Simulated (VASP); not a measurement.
**H4C10Cl: single point with PBE**

The system is H4C10Cl, a slab with vacuum.

```
H C Cl
1.0
     5.04874    0.00000    0.00000
     0.00000    5.04874    0.00000
     0.00000    0.00000   17.16470
H C Cl
8 20 2
Direct
  0.42779 0.00000 0.05826
  0.07222 0.00000 0.05826
  0.92780 0.00000 0.05826
  0.57222 0.00000 0.05826
  0.42779 0.50001 0.05826
  0.07222 0.50001 0.05826
  0.92780 0.50001 0.05826
  0.57222 0.50001 0.05826
  0.25000 0.00000 0.09524
  0.75001 0.00000 0.09524
  0.25000 0.50001 0.09524
  0.75001 0.50001 0.09524
  0.25000 0.25000 0.14723
  0.75001 0.25000 0.14723
  0.25000 0.75001 0.14723
  0.75001 0.75001 0.14723
  0.99584 0.24899 0.19653
  0.48525 0.24973 0.20033
  0.97657 0.75187 0.21051
  0.50543 0.73442 0.20288
  0.96177 0.00963 0.25750
  0.45938 0.00705 0.25039
  0.99594 0.48038 0.26087
  0.49604 0.48188 0.25716
  0.22035 0.09068 0.28976
  0.70881 0.10373 0.29680
  0.25367 0.37526 0.29921
  0.75855 0.38027 0.29379
  0.60520 0.66755 0.58498
  0.72709 0.24959 0.57866
```

```json
{"Program": "VASP 6.6.1", "Task": "single point", "Functional": "PBE", "Potentials or basis": "VASP PAW PBE potentials, release 64 (H, C, Cl)", "Cutoff": "520 eV", "k mesh": "2 × 2 × 1", "Occupations": "fermi-dirac, width 0.05 eV", "Spin": "no spin polarisation", "Dipole correction": "no", "Further INCAR settings": "LREAL = Auto; ALGO = Normal; EDIFF = 1e-06; NBANDS = 72"}
```

| Property | Result |
| --- | --- |
| Largest force | 8.899 eV/Å |
| Band gap on the k mesh | 0.11 eV |

Forces on the atoms (eV/Å):
```
H   -8.826 -0.074 -0.025
H    8.855 -0.041  0.015
H   -8.849 -0.093  0.013
H    8.841 -0.080 -0.001
H   -8.772  0.085  0.030
H    8.898 -0.008 -0.098
H   -8.815  0.006 -0.021
H    8.864  0.105 -0.024
C    0.113 -0.205  1.676
C   -0.046  0.037  1.607
C   -0.627  0.216  1.398
C    0.080 -0.027  1.335
C   -1.091  0.439 -2.134
C   -1.181  0.092 -1.899
C   -0.314 -0.828  1.008
C   -0.472 -0.857  1.204
C   -0.758 -0.028 -1.144
C    1.681 -0.053 -4.607
C    2.151 -0.956 -1.109
C   -3.239  2.309  0.803
C    1.114 -0.230 -0.739
C    4.088 -0.565  1.338
C    1.563  0.189 -1.818
C    0.722 -0.982 -0.373
C    0.584  2.775  2.321
C    2.941  0.714 -0.074
C   -2.312 -0.525 -0.252
C   -5.193 -1.417  1.556
Cl   0.367 -1.380 -0.064
Cl  -0.367  1.381  0.076
```

Levels at points of the mesh, in eV from the valence-band top:
```
           k point  band 48  band 49  band 50  band 51  band 52  band 53  band 54  band 55
(0.00, 0.00, 0.00)    -1.06    -0.81    -0.39    -0.17     0.70     1.70     1.90     2.60
(0.50, 0.00, 0.00)    -1.32    -1.07    -0.94    -0.71     1.50     1.60     1.65     3.48
(0.00, 0.50, 0.00)    -1.13    -0.47    -0.33     0.00     0.11     0.65     1.49     3.32
(0.50, 0.50, 0.00)    -1.53    -1.20    -0.66    -0.40     0.15     1.39     1.47     4.10
```

It took 7.1 min on 1 thread of Intel(R) Xeon(R) Platinum 8259CL CPU @ 2.50GHz (Skylake/Cascade Lake), on a shared host, peak memory 0.48 GiB.

Caveat: the k points lie up to 0.62 Å⁻¹ apart; the atoms stand as in a frame of molecular dynamics.
